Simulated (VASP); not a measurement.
# BaMgPF (P4/nmm) in VASP: a series of runs

The runs below take BaMgPF through single point, relaxation of cell and atoms, with PBE.

All numbers are computed with VASP 6.6.1; they aren't measurements. Logs are shortened: lines on timing, memory, paths and dates and some standing lists are left out, and cuts for length are marked.

## 1. The cell of the first run

The structure is tetragonal, space group P4/nmm (No. 129). Conventional cell: a = 4.334 Å, b = 4.334 Å, c = 9.573 Å, α = 90.00°, β = 90.00°, γ = 90.00°. Ba (site symmetry 4mm) has 4 F at 2.66 Å within 3.5 Å. Within 3.5 Å of P (site symmetry 4mm) lie 4 Mg at 2.62 Å. Mg (site symmetry -4m2) has 4 P at 2.62 Å and 4 Mg at 3.06 Å within 3.5 Å. F (site symmetry -4m2) has 4 Ba at 2.66 Å and 4 F at 3.06 Å within 3.5 Å.

## 2. Single point, PBE

Contents of INCAR:

```
SYSTEM = BaMgPF
ALGO     = Normal         ! electronic algorithm
EDIFF    = 1E-6           ! SCF threshold, eV
ENCUT    = 520            ! plane-wave cutoff, eV
GGA      = PE             ! functional
ISIF     = 2              ! what is computed and relaxed
ISMEAR   = 0              ! smearing method
LASPH    = .TRUE.         ! aspherical terms in the spheres
LCHARG   = .TRUE.         ! write CHGCAR
LELF     = .TRUE.         ! ELF
LREAL    = .FALSE.        ! projectors in reciprocal space
LVHAR    = .TRUE.       
LWAVE    = .FALSE.        ! write WAVECAR
NBANDS   = 34             ! bands
NELM     = 100            ! most SCF steps
PREC     = Accurate       ! precision mode
SIGMA    = 0.02           ! smearing width, eV
```

Contents of KPOINTS:

```
k-points
0
G
  6 6 4
  0 0 0
```

Contents of POSCAR:

```
BaMgPF
1.0
    4.3338564672      0.0000000000      0.0000000000
    0.0000000000      4.3338564672      0.0000000000
    0.0000000000      0.0000000000      9.5732924182
Ba P Mg F
2 2 2 2
Direct
    0.5000000000      0.0000000000      0.1605456130
    0.0000000000      0.5000000000      0.8394543870
    0.5000000000      0.0000000000      0.6531338968
    0.0000000000      0.5000000000      0.3468661032
    0.5000000000      0.5000000000      0.5000000000
    0.0000000000      0.0000000000      0.5000000000
    0.5000000000      0.5000000000      0.0000000000
    0.0000000000      0.0000000000      0.0000000000
```

Potentials or basis: VASP PAW PBE potentials, release 64 (Ba_sv, P, Mg, F).

On the command line:

```
$ cat potpaw_PBE.64/Ba_sv/POTCAR potpaw_PBE.64/P/POTCAR potpaw_PBE.64/Mg/POTCAR potpaw_PBE.64/F/POTCAR > POTCAR
$ mpirun -np 1 vasp_std > vasp.out
```

OUTCAR:

```text
SYSTEM = BaMgPF
   EDIFF = 1E-6
   ENCUT = 520
   GGA = PE
   ISIF = 2
   ISMEAR = 0
   LASPH = .TRUE.
   LREAL = .FALSE.
   NELM = 100
   PREC = Accurate

 ion  position               nearest neighbor table
   1  0.500  0.000  0.161-   7 2.66   8 2.66   7 2.66   8 2.66   4 3.55   4 3.55   4 3.55   4 3.55
                             5 3.91   6 3.91   5 3.91   6 3.91   2 4.34   2 4.34   2 4.34   2 4.34
   2  0.000  0.500  0.839-   7 2.66   8 2.66   8 2.66   7 2.66   3 3.55   3 3.55   3 3.55   3 3.55
                             5 3.91   5 3.91   6 3.91   6 3.91   1 4.34   1 4.34   1 4.34   1 4.34
   3  0.500  0.000  0.653-   5 2.62   6 2.62   5 2.62   6 2.62   2 3.55   2 3.55   2 3.55   2 3.55

   4  0.000  0.500  0.347-   5 2.62   6 2.62   6 2.62   5 2.62   1 3.55   1 3.55   1 3.55   1 3.55

   5  0.500  0.500  0.500-   3 2.62   4 2.62   3 2.62   4 2.62   6 3.06   6 3.06   6 3.06   6 3.06
                             2 3.91   1 3.91   2 3.91   1 3.91
   6  0.000  0.000  0.500-   3 2.62   4 2.62   4 2.62   3 2.62   5 3.06   5 3.06   5 3.06   5 3.06
                             1 3.91   2 3.91   2 3.91   1 3.91
   7  0.500  0.500  0.000-   1 2.66   2 2.66   1 2.66   2 2.66
   8  0.000  0.000  0.000-   1 2.66   2 2.66   2 2.66   1 2.66

  LATTYP: Found a simple tetragonal cell.
 ALAT       =     4.3338564672
 C/A-ratio  =     2.2089546552

  Lattice vectors:

 A1 = (   4.3338564672,   0.0000000000,   0.0000000000)
 A2 = (   0.0000000000,   4.3338564672,   0.0000000000)
 A3 = (   0.0000000000,   0.0000000000,   9.5732924182)

Analysis of symmetry for initial positions (statically):
=====================================================================
 Subroutine PRICEL returns:
 Original cell was already a primitive cell.

 Routine SETGRP: Setting up the symmetry group for a
 simple tetragonal supercell.

 Subroutine GETGRP returns: Found 16 space group operations
 (whereof  8 operations were pure point group operations)
 out of a pool of 16 trial point group operations.

The static configuration has the point symmetry D_2d.
 The point group associated with its full space group is D_4h.

Analysis of symmetry for dynamics (positions and initial velocities):
=====================================================================
 Subroutine PRICEL returns:
 Original cell was already a primitive cell.

 Routine SETGRP: Setting up the symmetry group for a
 simple tetragonal supercell.

 Subroutine GETGRP returns: Found 16 space group operations
 (whereof  8 operations were pure point group operations)
 out of a pool of 16 trial point group operations.

The dynamic configuration has the point symmetry D_2d.
 The point group associated with its full space group is D_4h.

 Subroutine INISYM returns: Found 16 space group operations
 (whereof  8 operations are pure point group operations),
 and found     1 'primitive' translations

----------------------------------------------------------------------------------------

                                     Primitive cell

  volume of cell :     179.8086

  direct lattice vectors                    reciprocal lattice vectors
     4.333856467  0.000000000  0.000000000     0.230741375  0.000000000  0.000000000
     0.000000000  4.333856467  0.000000000     0.000000000  0.230741375  0.000000000
     0.000000000  0.000000000  9.573292418     0.000000000  0.000000000  0.104457271

  length of vectors
     4.333856467  4.333856467  9.573292418     0.230741375  0.230741375  0.104457271

  position of ions in fractional coordinates (direct lattice)
     0.500000000  0.000000000  0.160545613
     0.000000000  0.500000000  0.839454387
     0.500000000  0.000000000  0.653133897
     0.000000000  0.500000000  0.346866103
     0.500000000  0.500000000  0.500000000
     0.000000000  0.000000000  0.500000000
     0.500000000  0.500000000  0.000000000
     0.000000000  0.000000000  0.000000000

  ion indices of the primitive-cell ions
   primitive index   ion index
                 1           1
                 2           2
                 3           3
                 4           4
                 5           5
                 6           6
                 7           7
                 8           8

----------------------------------------------------------------------------------------

 KPOINTS: k-points

Automatic generation of k-mesh.
 Grid dimensions read from file:
 generate k-points for:    6    6    4

 Generating k-lattice:

  Cartesian coordinates                     Fractional coordinates (reciprocal lattice)
     0.038456896  0.000000000  0.000000000     0.166666667  0.000000000  0.000000000
     0.000000000  0.038456896  0.000000000     0.000000000  0.166666667  0.000000000
     0.000000000  0.000000000  0.026114318     0.000000000  0.000000000  0.250000000

  Length of vectors
     0.038456896  0.038456896  0.026114318

  Shift w.r.t. Gamma in fractional coordinates (k-lattice)
     0.000000000  0.000000000  0.000000000

 Subroutine IBZKPT returns following result:
 ===========================================

 Found     30 irreducible k-points:

 Following reciprocal coordinates:
            Coordinates               Weight
  0.000000  0.000000  0.000000      1.000000
  0.166667  0.000000  0.000000      4.000000
  0.333333  0.000000  0.000000      4.000000
  0.500000  0.000000  0.000000      2.000000
  0.166667  0.166667  0.000000      4.000000
  0.333333  0.166667  0.000000      8.000000
[... 16 lines left out ...]
  0.333333  0.000000  0.500000      4.000000
  0.500000  0.000000  0.500000      2.000000
 [... further k-points ...]
   k-points           NKPTS =     30   k-points in BZ     NKDIM =     30   number of bands    NBANDS=     34
   number of dos      NEDOS =    301   number of ions     NIONS =      8
   total plane-waves  NPLWV =  73728
   dimension x,y,z NGX =    32 NGY =   32 NGZ =   72
   dimension x,y,z NGXF=    64 NGYF=   64 NGZF=  144
   ions per type =               2   2   2   2
   NGX,Y,Z   is equivalent  to a cutoff of  12.28, 12.28, 12.50 a.u.
   NGXF,Y,Z  is equivalent  to a cutoff of  24.55, 24.55, 25.01 a.u.
 SYSTEM =  BaMgPF
   PREC   = accura    normal or accurate (medium, high low for compatibility)
   ISTART =      0    job   : 0-new  1-cont  2-samecut
   ICHARG =      2    charge: 1-file 2-atom 10-const
   ISPIN  =      1    spin polarized calculation?
   LNONCOLLINEAR =      F non collinear calculations
   LSORBIT =      F    spin-orbit coupling
   LASPH  =      T    aspherical Exc in radial PAW
   ENCUT  =  520.0 eV  38.22 Ry    6.18 a.u.   8.06  8.06 17.80*2*pi/ulx,y,z
   NELM   =    100;   NELMIN=  2; NELMDL= -5     # of ELM steps
   EDIFF  = 0.1E-05   stopping-criterion for ELM
   LREAL  =      F    real-space projection
   EDIFFG = 0.1E-04   stopping-criterion for IOM
   NSW    =      0    number of steps for IOM
   IBRION =     -1    ionic relax: 0-MD 1-quasi-New 2-CG
   NFREE  =      0    steps in history (QN), initial steepest desc. (CG)
   ISIF   =      2    stress and relaxation
   ISYM   =      2    0-nonsym 1-usesym 2-fastsym
   POTIM  = 0.5000    time-step for ionic-motion
   TEBEG  =    0.0;   TEEND  =   0.0 temperature during run
   PSTRESS=    0.0 pullay stress
   NELECT =      48.0000    total number of electrons
   NUPDOWN=      -1.0000    fix difference up-down
   EMIN   =  10.00;   EMAX   =-10.00  energy-range for DOS
   EFERMI =   0.00;   METHOD = LEGACY
   ISMEAR =     0;   SIGMA  =   0.02  broadening in eV -4-tet -1-fermi 0-gaus
   EFERMI_NEDOS =   21; number of points for ismear=-14 and -15
   IALGO  =     38    algorithm
   IMIX   =      4    mixing-type and parameters
     AMIX     =   0.40;   BMIX     =  1.00
     AMIX_MAG =   1.60;   BMIX_MAG =  1.00
  volume/ion in A,a.u.               =      22.48       151.68
  Fermi-wavevector in a.u.,A,eV,Ry     =   1.054108  1.991975 15.118028  1.111144
  Thomas-Fermi vector in A             =   2.189256
   LORBIT       =      0    0 simple, 1 ext, 2 COOP (PROOUT), +10 PAW based schemes
   GGA     = PE    functional components
   LHFCALC =     F    Hartree Fock is set to
   AEXX    =    0.0000 exact exchange contribution
   IVDW    =     0    specifies the selected vdW correction
   LEPSILON=     F    determine dielectric tensor
   LRPA    =     F    only Hartree local field effects (RPA)
 non-spin polarized calculation
 Gauss-broadening in eV      SIGMA  =   0.02
  energy-cutoff  :      520.00
  volume of cell :      179.81
 maximum number of plane-waves:      4875
   NGX = 17   NGY = 17   NGZ = 35

 number of electron      47.9999972 magnetization

 Free energy of the ion-electron system (eV)
  ---------------------------------------------------
  ext. energy  EPLUGINS =         0.00000000
  ---------------------------------------------------
  free energy    TOTEN  =       -37.65561174 eV

  energy without entropy =      -37.65561174  energy(sigma->0) =      -37.65561174

 E-fermi :   2.6505     XC(G=0):  -9.0050

 val. band max:        2.5000272862   @ k =   0.0000   0.0000   0.0000
 cond. band min:       4.2624030379   @ k =   0.0000   0.0000   0.0000
 fundamental gap:      1.7623757518
 Fermi energy:         2.6504961388

 k-point     1 :       0.0000    0.0000    0.0000
  band No.  band energies     occupation
      1     -24.5886      2.00000
      2     -24.4248      2.00000
      3     -20.5456      2.00000
      4     -20.4720      2.00000
      5      -9.7127      2.00000
      6      -9.7127      2.00000
[... 26 lines left out ...]
     33       8.5173      0.00000
     34       8.5218      0.00000

 k-point     2 :       0.1667    0.0000    0.0000
  band No.  band energies     occupation
      1     -24.5655      2.00000
      2     -24.4228      2.00000
      3     -20.5574      2.00000
      4     -20.4957      2.00000
      5      -9.8174      2.00000
      6      -9.7057      2.00000
[... 26 lines left out ...]
     33       7.7816      0.00000
     34       8.2491      0.00000
[... 775 lines left out ...]
     33       7.8838      0.00000
     34       8.0590      0.00000

 k-point    24 :       0.5000    0.0000    0.5000
  band No.  band energies     occupation
      1     -24.4557      2.00000
      2     -24.4557      2.00000
      3     -20.5797      2.00000
      4     -20.5797      2.00000
      5      -9.8109      2.00000
      6      -9.8109      2.00000
[... 26 lines left out ...]
     33       7.8337      0.00000
     34       7.8337      0.00000

 [... further k-points ...]
[... 5 lines left out ...]
  --------------------------------------------------------------------------------------
  -------------------------------------------------------------------------------------
  Total        0.5902161      0.5902161      0.6099263      0.0000000      0.0000000     -0.0000000
  in kB        5.2590978      5.2590978      5.4347248      0.0000000      0.0000000     -0.0000000
  external PRESSURE =       5.3176401 kB  Pullay stress =       0.0000000 kB

 VOLUME and BASIS-vectors are now :
 -----------------------------------------------------------------------------
  energy-cutoff  :      520.00
  volume of cell :      179.81
      direct lattice vectors                 reciprocal lattice vectors
     4.333856467  0.000000000  0.000000000     0.230741375  0.000000000  0.000000000
     0.000000000  4.333856467  0.000000000     0.000000000  0.230741375  0.000000000
     0.000000000  0.000000000  9.573292418     0.000000000  0.000000000  0.104457271

 POSITION                                       TOTAL-FORCE (eV/Angst)
 -----------------------------------------------------------------------------------
      2.16693      0.00000      1.53695        -0.000000      0.000000      0.131104
      0.00000      2.16693      8.03634         0.000000      0.000000     -0.131104
      2.16693      0.00000      6.25264         0.000000      0.000000     -0.036875
      0.00000      2.16693      3.32065         0.000000     -0.000000      0.036875
      2.16693      2.16693      4.78665         0.000000      0.000000     -0.000000
      0.00000      0.00000      4.78665         0.000000     -0.000000     -0.000000
      2.16693      2.16693      0.00000         0.000000     -0.000000     -0.000000
      0.00000      0.00000      0.00000         0.000000      0.000000     -0.000000
 -----------------------------------------------------------------------------------
    total drift:                                0.000000     -0.000000     -0.000000

  FREE ENERGIE OF THE ION-ELECTRON SYSTEM (eV)
  ---------------------------------------------------
  free  energy   TOTEN  =       -37.6556117439 eV

  energy  without entropy=      -37.6556117439  energy(sigma->0) =      -37.65561174
```

Run time: 4.6 min. Hardware: 1 thread of Oxide Virtual Turin-like, shared host; peak memory 0.34 GiB.

Results:

- Free energy: -37.6556 eV
- Pressure: 0.5 GPa
- Largest force: 0.131 eV/Å
- Band gap on the k mesh: 1.76 eV, direct

Forces on the atoms (eV/Å):
```
Ba   0.000  0.000  0.131
Ba   0.000  0.000 -0.131
P    0.000  0.000 -0.037
P    0.000  0.000  0.037
Mg   0.000  0.000  0.000
Mg   0.000  0.000  0.000
F    0.000  0.000  0.000
F    0.000  0.000  0.000
```

Caveat: spin-orbit coupling is left out, which moves the levels of the heavy elements. PBE gaps usually lie below the measured ones, often by a third to a half.

## 3. Relaxation of cell and atoms, PBE

This run uses another cell than the first one, of 22.06 Å³/atom, 0.982 times its volume.

Contents of INCAR:

```
SYSTEM = BaMgPF
ALGO     = Normal         ! electronic algorithm
EDIFF    = 1E-6           ! SCF threshold, eV
EDIFFG   = -0.005         ! ionic threshold
ENCUT    = 600            ! plane-wave cutoff, eV
GGA      = PE             ! functional
IBRION   = 2              ! ionic algorithm
ISIF     = 3              ! what is computed and relaxed
ISMEAR   = 0              ! smearing method
LASPH    = .TRUE.         ! aspherical terms in the spheres
LCHARG   = .FALSE.        ! write CHGCAR
LREAL    = .FALSE.        ! projectors in reciprocal space
LWAVE    = .FALSE.        ! write WAVECAR
NELM     = 60             ! most SCF steps
NSW      = 100            ! ionic steps
PREC     = Accurate       ! precision mode
SIGMA    = 0.02           ! smearing width, eV
```

KPOINTS is that of step 2.

Contents of POSCAR:

```
BaMgPF
1.0
    4.3097000000      0.0000000000      0.0000000000
    0.0000000000      4.3097000000      0.0000000000
    0.0000000000      0.0000000000      9.5032000000
Ba P Mg F
2 2 2 2
Direct
    0.5000000000      0.0000000000      0.1598200000
    0.0000000000      0.5000000000      0.8401800000
    0.5000000000      0.0000000000      0.6532000000
    0.0000000000      0.5000000000      0.3468000000
    0.5000000000      0.5000000000      0.5000000000
    0.0000000000      0.0000000000      0.5000000000
    0.5000000000      0.5000000000      0.0000000000
    0.0000000000      0.0000000000      0.0000000000
```

Potentials or basis: VASP PAW PBE potentials, release 64 (Ba_sv, P, Mg, F).

On the command line:

```
$ cat potpaw_PBE.64/Ba_sv/POTCAR potpaw_PBE.64/P/POTCAR potpaw_PBE.64/Mg/POTCAR potpaw_PBE.64/F/POTCAR > POTCAR
$ mpirun -np 1 vasp_std > vasp.out
```

Run time: 16 min. Hardware: 1 thread of Oxide Virtual Turin-like, shared host; peak memory 0.43 GiB.

It converged, with:

```
Free energy                            : -37.6633 eV
Relaxed volume                         : 22.70 Å³/atom
Relaxed cell                           : a = 4.344 Å, b = 4.344 Å, c = 9.622 Å, α = 90.00°, β = 90.00°, γ = 90.00°
Space group after relaxing (to 0.05 Å) : P4/nmm (No. 129)
Energy gained by relaxing              : 3.8 meV/atom
Ionic steps                            : 7
Pressure after relaxing                : 0.0 GPa
Largest force after relaxing           : 0.004 eV/Å
Band gap on the k mesh                 : 1.78 eV, direct
```

Forces on the atoms (eV/Å):
```
Ba   0.000  0.000 -0.004
Ba   0.000  0.000  0.004
P    0.000  0.000 -0.002
P    0.000  0.000  0.002
Mg   0.000  0.000  0.000
Mg   0.000  0.000  0.000
F    0.000  0.000  0.000
F    0.000  0.000  0.000
```

Step by step:
| step | energy change (eV) | largest force (eV/Å) | pressure (GPa) | volume (Å³) |
| --- | --- | --- | --- | --- |
| 1 | 0.0000 | 0.2803 | 1.67 | 176.51 |
| 2 | -0.0262 | 0.1295 | -0.36 | 182.43 |
| 3 | -0.0275 | 0.0976 | -0.02 | 181.33 |
| 4 | -0.0286 | 0.0723 | -0.01 | 181.38 |
| 5 | -0.0300 | 0.0091 | 0.02 | 181.50 |
| 6 | -0.0300 | 0.0074 | 0.01 | 181.50 |
| 7 | -0.0300 | 0.0041 | 0.00 | 181.56 |

Final structure:
```
Ba P Mg F
1.0
     4.34391    0.00000    0.00000
     0.00000    4.34391    0.00000
     0.00000    0.00000    9.62197
Ba P Mg F
2 2 2 2
Direct
  0.50000 0.00000 0.16191
  0.00000 0.50000 0.83809
  0.50000 0.00000 0.65162
  0.00000 0.50000 0.34838
  0.50000 0.50000 0.50000
  0.00000 0.00000 0.50000
  0.50000 0.50000 0.00000
  0.00000 0.00000 0.00000
```

Levels at points of the mesh, in eV from the valence-band top:
```tsv
k point	band 20	band 21	band 22	band 23	band 24	band 25	band 26	band 27	band 28	band 29
(0.00, 0.00, 0.00)	-1.16	-1.16	-0.42	0.00	0.00	1.78	2.21	2.70	3.32	4.66
(0.50, 0.00, 0.00)	-2.94	-0.51	-0.51	-0.48	-0.48	3.02	3.02	3.44	3.44	4.24
(0.50, 0.50, 0.00)	-3.09	-1.43	-1.43	-1.36	-1.36	2.44	2.44	4.07	4.07	5.41
(0.00, 0.00, 0.50)	-1.16	-1.16	-0.70	0.00	0.00	2.01	2.55	2.73	3.32	4.01
(0.50, 0.00, 0.50)	-2.94	-0.49	-0.49	-0.47	-0.47	3.19	3.19	3.49	3.49	4.20
(0.50, 0.50, 0.50)	-3.06	-1.45	-1.45	-1.34	-1.34	2.61	2.61	4.18	4.18	4.80
```

Caveat: spin-orbit coupling is left out, which moves the levels of the heavy elements. A k mesh can miss the band edges.
